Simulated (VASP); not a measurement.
# Bi2PtS6 (Fm-3m) in VASP: single point with PBE

Aim: the single point of Bi2PtS6 with PBE.

Everything below comes from runs of VASP 6.6.1. Logs are shortened: lines on timing, memory, paths and dates and some standing lists are left out, and cuts for length are marked.

## Step 1: The cell of the first run

The structure is cubic, space group Fm-3m (No. 225). The conventional cell has a = 9.383 Å, b = 9.383 Å, c = 9.383 Å, α = 90.00°, β = 90.00°, γ = 90.00°. Bi (site symmetry -43m) has 12 S at 3.32 Å and 4 Pt at 4.06 Å within 4.4 Å. Pt (site symmetry m-3m) has 6 S at 2.35 Å within 3.1 Å. Within 3.1 Å of S (site symmetry 4mm) lie 1 Pt at 2.35 Å.

## Step 2: Single point, PBE

The input, INCAR:

```
  PREC = Accurate
  ENCUT = 520
  EDIFF = 1E-7
  ISMEAR = 0
  SIGMA = 0.1
  LREAL = F
  LASPH = T
  NELM = 100
  ALGO = Normal
  ISIF = 2
  LWAVE = F
  LCHARG = T
  GGA = PE
  LELF = T
  LVHAR = T
  NBANDS = 48
```

The input, KPOINTS:

```
Automatic mesh
0
Gamma
  4 4 4
```

The input, POSCAR:

```
Bi2PtS6
1.0
    0.0000000000      4.6916678300      4.6916678300
    4.6916678300      0.0000000000      4.6916678300
    4.6916678300      4.6916678300      0.0000000000
Bi Pt S
2 1 6
Direct
    0.2500000000      0.2500000000      0.2500000000
    0.7500000000      0.7500000000      0.7500000000
    0.0000000000      0.0000000000      0.0000000000
    0.7500000000      0.2500000000      0.2500000000
    0.2500000000      0.7500000000      0.7500000000
    0.2500000000      0.7500000000      0.2500000000
    0.7500000000      0.2500000000      0.7500000000
    0.2500000000      0.2500000000      0.7500000000
    0.7500000000      0.7500000000      0.2500000000
```

Potentials or basis: VASP PAW PBE potentials, release 64 (Bi_d, Pt, S).

Run with:

```console
$ cat potpaw_PBE.64/Bi_d/POTCAR potpaw_PBE.64/Pt/POTCAR potpaw_PBE.64/S/POTCAR > POTCAR
$ mpirun -np 1 vasp_std > vasp.out
```

OUTCAR:

```text
PREC = Accurate
   ENCUT = 520
   EDIFF = 1E-7
   ISMEAR = 0
   LREAL = F
   LASPH = T
   NELM = 100
   ISIF = 2
   GGA = PE

 ion  position               nearest neighbor table
   1  0.250  0.250  0.250-   4 3.32   6 3.32   8 3.32   5 3.32   7 3.32   8 3.32   5 3.32   6 3.32
                             9 3.32   4 3.32   7 3.32   9 3.32
   2  0.750  0.750  0.750-   5 3.32   7 3.32   9 3.32   4 3.32   6 3.32   9 3.32   4 3.32   7 3.32
                             8 3.32   5 3.32   6 3.32   8 3.32
   3  0.000  0.000  0.000-   4 2.35   5 2.35   6 2.35   7 2.35   8 2.35   9 2.35
   4  0.750  0.250  0.250-   3 2.35   1 3.32   2 3.32   2 3.32   1 3.32
   5  0.250  0.750  0.750-   3 2.35   2 3.32   1 3.32   1 3.32   2 3.32
   6  0.250  0.750  0.250-   3 2.35   1 3.32   2 3.32   1 3.32   2 3.32
   7  0.750  0.250  0.750-   3 2.35   2 3.32   1 3.32   2 3.32   1 3.32
   8  0.250  0.250  0.750-   3 2.35   1 3.32   1 3.32   2 3.32   2 3.32
   9  0.750  0.750  0.250-   3 2.35   2 3.32   2 3.32   1 3.32   1 3.32

  LATTYP: Found a face centered cubic cell.
 ALAT       =     9.3833356600

  Lattice vectors:

 A1 = (   0.0000000000,   4.6916678300,   4.6916678300)
 A2 = (   4.6916678300,   0.0000000000,   4.6916678300)
 A3 = (   4.6916678300,   4.6916678300,   0.0000000000)

Analysis of symmetry for initial positions (statically):
=====================================================================
 Subroutine PRICEL returns:
 Original cell was already a primitive cell.

 Routine SETGRP: Setting up the symmetry group for a
 face centered cubic supercell.

 Subroutine GETGRP returns: Found 48 space group operations
 (whereof 48 operations were pure point group operations)
 out of a pool of 48 trial point group operations.

The static configuration has the point symmetry O_h .

Analysis of symmetry for dynamics (positions and initial velocities):
=====================================================================
 Subroutine PRICEL returns:
 Original cell was already a primitive cell.

 Routine SETGRP: Setting up the symmetry group for a
 face centered cubic supercell.

 Subroutine GETGRP returns: Found 48 space group operations
 (whereof 48 operations were pure point group operations)
 out of a pool of 48 trial point group operations.

The dynamic configuration has the point symmetry O_h .

 Subroutine INISYM returns: Found 48 space group operations
 (whereof 48 operations are pure point group operations),
 and found     1 'primitive' translations

----------------------------------------------------------------------------------------

                                     Primitive cell

  volume of cell :     206.5436

  direct lattice vectors                    reciprocal lattice vectors
     0.000000000  4.691667830  4.691667830    -0.106571910  0.106571910  0.106571910
     4.691667830  0.000000000  4.691667830     0.106571910 -0.106571910  0.106571910
     4.691667830  4.691667830  0.000000000     0.106571910  0.106571910 -0.106571910

  length of vectors
     6.635020275  6.635020275  6.635020275     0.184587962  0.184587962  0.184587962

  position of ions in fractional coordinates (direct lattice)
     0.250000000  0.250000000  0.250000000
     0.750000000  0.750000000  0.750000000
     0.000000000  0.000000000  0.000000000
     0.750000000  0.250000000  0.250000000
     0.250000000  0.750000000  0.750000000
     0.250000000  0.750000000  0.250000000
     0.750000000  0.250000000  0.750000000
     0.250000000  0.250000000  0.750000000
     0.750000000  0.750000000  0.250000000

  ion indices of the primitive-cell ions
   primitive index   ion index
                 1           1
                 2           2
                 3           3
                 4           4
                 5           5
                 6           6
                 7           7
                 8           8
                 9           9

----------------------------------------------------------------------------------------

 KPOINTS: Automatic mesh

Automatic generation of k-mesh.
 Grid dimensions read from file:
 generate k-points for:    4    4    4

 Generating k-lattice:

  Cartesian coordinates                     Fractional coordinates (reciprocal lattice)
    -0.026642977  0.026642977  0.026642977     0.250000000  0.000000000  0.000000000
     0.026642977 -0.026642977  0.026642977     0.000000000  0.250000000  0.000000000
     0.026642977  0.026642977 -0.026642977     0.000000000  0.000000000  0.250000000

  Length of vectors
     0.046146991  0.046146991  0.046146991

  Shift w.r.t. Gamma in fractional coordinates (k-lattice)
     0.000000000  0.000000000  0.000000000

 Subroutine IBZKPT returns following result:
 ===========================================

 Found      8 irreducible k-points:

 Following reciprocal coordinates:
            Coordinates               Weight
  0.000000  0.000000  0.000000      1.000000
  0.250000  0.000000  0.000000      8.000000
  0.500000  0.000000  0.000000      4.000000
  0.250000  0.250000  0.000000      6.000000
  0.500000  0.250000  0.000000     24.000000
 -0.250000  0.250000  0.000000     12.000000
  0.500000  0.500000  0.000000      3.000000
 -0.250000  0.500000  0.250000      6.000000
   k-points           NKPTS =      8   k-points in BZ     NKDIM =      8   number of bands    NBANDS=     48
   number of dos      NEDOS =    301   number of ions     NIONS =      9
   total plane-waves  NPLWV = 125000
   dimension x,y,z NGX =    50 NGY =   50 NGZ =   50
   dimension x,y,z NGXF=   100 NGYF=  100 NGZF=  100
   ions per type =               2   1   6
   NGX,Y,Z   is equivalent  to a cutoff of  12.53, 12.53, 12.53 a.u.
   NGXF,Y,Z  is equivalent  to a cutoff of  25.06, 25.06, 25.06 a.u.
 SYSTEM =  unknown system
   PREC   = accura    normal or accurate (medium, high low for compatibility)
   ISTART =      0    job   : 0-new  1-cont  2-samecut
   ICHARG =      2    charge: 1-file 2-atom 10-const
   ISPIN  =      1    spin polarized calculation?
   LNONCOLLINEAR =      F non collinear calculations
   LSORBIT =      F    spin-orbit coupling
   LASPH  =      T    aspherical Exc in radial PAW
   ENCUT  =  520.0 eV  38.22 Ry    6.18 a.u.  12.34 12.34 12.34*2*pi/ulx,y,z
   NELM   =    100;   NELMIN=  2; NELMDL= -5     # of ELM steps
   EDIFF  = 0.1E-06   stopping-criterion for ELM
   LREAL  =      F    real-space projection
   EDIFFG = 0.1E-05   stopping-criterion for IOM
   NSW    =      0    number of steps for IOM
   IBRION =     -1    ionic relax: 0-MD 1-quasi-New 2-CG
   NFREE  =      0    steps in history (QN), initial steepest desc. (CG)
   ISIF   =      2    stress and relaxation
   ISYM   =      2    0-nonsym 1-usesym 2-fastsym
   POTIM  = 0.5000    time-step for ionic-motion
   TEBEG  =    0.0;   TEEND  =   0.0 temperature during run
   PSTRESS=    0.0 pullay stress
   NELECT =      76.0000    total number of electrons
   NUPDOWN=      -1.0000    fix difference up-down
   EMIN   =  10.00;   EMAX   =-10.00  energy-range for DOS
   EFERMI =   0.00;   METHOD = LEGACY
   ISMEAR =     0;   SIGMA  =   0.10  broadening in eV -4-tet -1-fermi 0-gaus
   EFERMI_NEDOS =   21; number of points for ismear=-14 and -15
   IALGO  =     38    algorithm
   IMIX   =      4    mixing-type and parameters
     AMIX     =   0.40;   BMIX     =  1.00
     AMIX_MAG =   1.60;   BMIX_MAG =  1.00
  volume/ion in A,a.u.               =      22.95       154.87
  Fermi-wavevector in a.u.,A,eV,Ry     =   1.173119  2.216874 18.724452  1.376208
  Thomas-Fermi vector in A             =   2.309537
   LORBIT       =      0    0 simple, 1 ext, 2 COOP (PROOUT), +10 PAW based schemes
   GGA     = PE    functional components
   LHFCALC =     F    Hartree Fock is set to
   AEXX    =    0.0000 exact exchange contribution
   IVDW    =     0    specifies the selected vdW correction
   LEPSILON=     F    determine dielectric tensor
   LRPA    =     F    only Hartree local field effects (RPA)
 non-spin polarized calculation
 Gauss-broadening in eV      SIGMA  =   0.10
  energy-cutoff  :      520.00
  volume of cell :      206.54
 maximum number of plane-waves:      5601
 NGX is ok and might be reduce to    50
   NGX = 25   NGY = 25   NGZ = 25

 number of electron      76.0000014 magnetization

 Free energy of the ion-electron system (eV)
  ---------------------------------------------------
  ext. energy  EPLUGINS =         0.00000000
  ---------------------------------------------------
  free energy    TOTEN  =       -36.66691110 eV

  energy without entropy =      -36.62333337  energy(sigma->0) =      -36.64512223

 E-fermi :   5.2240     XC(G=0): -10.0212

 val. band max:        5.1622497540   @ k =  -0.2500   0.2500   0.0000
 cond. band min:       5.2802550990   @ k =   0.5000   0.5000   0.0000
 fundamental gap:      0.1180053451
 Fermi energy:         5.2240109637

 k-point     1 :       0.0000    0.0000    0.0000
  band No.  band energies     occupation
      1     -18.1436      2.00000
      2     -18.1436      2.00000
      3     -18.1389      2.00000
      4     -18.1389      2.00000
      5     -18.1389      2.00000
      6     -18.1353      2.00000
[... 40 lines left out ...]
     47       8.8826      0.00000
     48      10.1289      0.00000

 k-point     2 :       0.2500    0.0000    0.0000
  band No.  band energies     occupation
      1     -18.1423      2.00000
      2     -18.1423      2.00000
      3     -18.1383      2.00000
      4     -18.1382      2.00000
      5     -18.1382      2.00000
      6     -18.1365      2.00000
[... 40 lines left out ...]
     47       8.6084      0.00000
     48      10.9714      0.00000

 k-point     3 :       0.5000    0.0000    0.0000
  band No.  band energies     occupation
      1     -18.1394      2.00000
      2     -18.1394      2.00000
      3     -18.1394      2.00000
      4     -18.1394      2.00000
      5     -18.1368      2.00000
      6     -18.1367      2.00000
[... 244 lines left out ...]
     47       8.7681      0.00000
     48      12.8793      0.00000

 k-point     8 :      -0.2500    0.5000    0.2500
  band No.  band energies     occupation
      1     -18.1414      2.00000
      2     -18.1414      2.00000
      3     -18.1379      2.00000
      4     -18.1378      2.00000
      5     -18.1373      2.00000
      6     -18.1373      2.00000
[... 40 lines left out ...]
     47       8.3025      0.00000
     48      13.0478      0.00000

------------------------ aborting loop because EDIFF is reached ----------------------------------------

  FORCE on cell =-STRESS in cart. coord.  units (eV):
  Direction    XX          YY          ZZ          XY          YZ          ZX
  --------------------------------------------------------------------------------------
  -------------------------------------------------------------------------------------
  Total       -5.3128235     -5.3128235     -5.3128235     -0.0000000      0.0000000      0.0000000
  in kB      -41.2120488    -41.2120488    -41.2120488     -0.0000000      0.0000000      0.0000000
  external PRESSURE =     -41.2120488 kB  Pullay stress =       0.0000000 kB

 VOLUME and BASIS-vectors are now :
 -----------------------------------------------------------------------------
  energy-cutoff  :      520.00
  volume of cell :      206.54
      direct lattice vectors                 reciprocal lattice vectors
     0.000000000  4.691667830  4.691667830    -0.106571910  0.106571910  0.106571910
     4.691667830  0.000000000  4.691667830     0.106571910 -0.106571910  0.106571910
     4.691667830  4.691667830  0.000000000     0.106571910  0.106571910 -0.106571910

 POSITION                                       TOTAL-FORCE (eV/Angst)
 -----------------------------------------------------------------------------------
      2.34583      2.34583      2.34583         0.000000      0.000000     -0.000000
      7.03750      7.03750      7.03750         0.000000      0.000000     -0.000000
      0.00000      0.00000      0.00000         0.000000      0.000000     -0.000000
      2.34583      4.69167      4.69167        -0.272264      0.000000     -0.000000
      7.03750      4.69167      4.69167         0.272264      0.000000     -0.000000
      4.69167      2.34583      4.69167         0.000000     -0.272264     -0.000000
      4.69167      7.03750      4.69167         0.000000      0.272264     -0.000000
      4.69167      4.69167      2.34583         0.000000      0.000000     -0.272264
      4.69167      4.69167      7.03750         0.000000      0.000000      0.272264
 -----------------------------------------------------------------------------------
    total drift:                               -0.000000     -0.000000     -0.000000

  FREE ENERGIE OF THE ION-ELECTRON SYSTEM (eV)
  ---------------------------------------------------
  free  energy   TOTEN  =       -36.6669111021 eV

  energy  without entropy=      -36.6233333674  energy(sigma->0) =      -36.64512223
```

Run time: 1.9 min. Hardware: 1 thread of Intel Xeon Platinum 8375C at 2.90GHz (Ice Lake), shared host; peak memory 0.38 GiB.

What came out:

```yaml
Free_energy: -36.6669 eV
Pressure: -4.1 GPa
Band_gap_on_the_k_mesh: zero (band 38 reaches 5.74 eV, above the bottom of band 39 at 5.12 eV)
```

Caveat: spin-orbit coupling is left out, which moves the levels of the heavy elements.
